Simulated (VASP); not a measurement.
**AgI: relaxation of the atoms with PBE**

AgI:

```
Ag I
1.0
     4.89717    0.00000    0.00000
    -2.44858    4.24107    0.00000
     0.00000    0.00000    8.00588
Ag I
2 2
Direct
  0.33333 0.66667 0.00245
  0.66667 0.33333 0.50245
  0.33333 0.66667 0.37745
  0.66667 0.33333 0.87745
```

This cell differs from its parent crystal: equal strain along all axes, cell held: +4.5 %.

- Program: VASP 6.6.1
- Task: relaxation of the atoms
- Functional: PBE
- Potentials or basis: VASP PAW PBE potentials, release 64 (Ag, I)
- Cutoff: 450 eV
- k mesh: 6 × 6 × 4
- Occupations: gaussian, width 0.02 eV
- Spin: no spin polarisation
- Dipole correction: no
- Further INCAR settings: ALGO = Normal; EDIFF = 1e-07; IBRION = 2; EDIFFG = -0.008; NSW = 60

```yaml
Pressure_after_relaxing: -2.4 GPa
Largest_force_after_relaxing: 0.004 eV/Å
Band_gap_on_the_k_mesh: 1.38 eV
```

Forces on the atoms (eV/Å):
```
Ag   0.000  0.000 -0.004
Ag   0.000  0.000 -0.004
I    0.000  0.000  0.004
I    0.000  0.000  0.004
```

Final structure:
```cif
data_structure
_symmetry_space_group_name_H-M 'P 1'
_symmetry_Int_Tables_number 1
_cell_length_a 4.8972
_cell_length_b 4.8972
_cell_length_c 8.0059
_cell_angle_alpha 90.000
_cell_angle_beta 90.000
_cell_angle_gamma 120.000
_cell_volume 166.28
loop_
_atom_site_label
_atom_site_type_symbol
_atom_site_fract_x
_atom_site_fract_y
_atom_site_fract_z
_atom_site_occupancy
Ag1 Ag 0.33333 0.66667 0.00245 1
Ag2 Ag 0.66667 0.33333 0.50245 1
I1 I 0.33333 0.66667 0.37745 1
I2 I 0.66667 0.33333 0.87745 1
```

Levels at points of the mesh, in eV from the valence-band top:
```
           k point  band 15  band 16  band 17  band 18  band 19  band 20  band 21  band 22
(0.00, 0.00, 0.00)    -0.49    -0.04     0.00     0.00     1.38     2.72     6.03     6.03
(0.50, 0.00, 0.00)    -1.57    -1.23    -0.69    -0.49     3.22     3.70     5.09     5.63
(0.00, 0.00, 0.50)    -0.25    -0.25    -0.25    -0.25     2.56     2.56     5.68     5.68
(0.50, 0.00, 0.50)    -0.86    -0.86    -0.85    -0.85     3.33     3.33     5.07     5.07
```

Wall time 49 s on 1 thread of Intel(R) Xeon(R) Platinum 8375C CPU @ 2.90GHz (Ice Lake) (shared host), peak memory 0.27 GiB.

Caveat: the cell differs from its parent crystal (equal strain along all axes, cell held: +4.5 %); the relaxation stopped at its first step, so nothing moved; spin-orbit coupling is left out, which moves the levels of the heavy elements.
